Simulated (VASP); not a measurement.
Here is a VASP 6.6.1 calculation.

Contents of INCAR:

```
SYSTEM = Zr3Si2F
PREC = Accurate
ENCUT = 520
EDIFF = 1E-6
ISMEAR = 0
SIGMA = 0.1
LREAL = .FALSE.
LASPH = .TRUE.
NELM = 80
ALGO = Normal
ISIF = 2
LWAVE = .FALSE.
LCHARG = .TRUE.
GGA = PE
LELF = .TRUE.
LVHAR = .TRUE.
NBANDS = 34
```

Contents of KPOINTS:

```
Automatic mesh
0
G
  12 12 6
  0 0 0
```

POSCAR

```
Zr3Si2F
1.0
    5.4611570789      0.0000000000      0.0000000000
   -2.7305785394      4.7295007644      0.0000000000
    0.0000000000      0.0000000000      6.3573361786
Zr Si F
3 2 1
Direct
    0.5000000000      0.0000000000      0.5000000000
    0.0000000000      0.5000000000      0.5000000000
    0.5000000000      0.5000000000      0.5000000000
    0.0000000000      0.0000000000      0.8139781899
    0.0000000000      0.0000000000      0.1860218101
    0.0000000000      0.0000000000      0.5000000000
```

Potentials or basis: VASP PAW PBE potentials, release 64 (Zr_sv, Si, F).

The run is started by

```sh
$ cat potpaw_PBE.64/Zr_sv/POTCAR potpaw_PBE.64/Si/POTCAR potpaw_PBE.64/F/POTCAR > POTCAR
$ mpirun -np 1 vasp_std > vasp.out
```

(1) Estimate the band gap on the k mesh.

(2) Estimate the largest force.

## Answers

(1) zero (an odd number of electrons rules out a gap without spin polarisation).

(2) 0.019 eV/Å.

Caveat: an odd number of electrons without spin polarisation forces a metal; a magnetic or distorted state may lie lower.
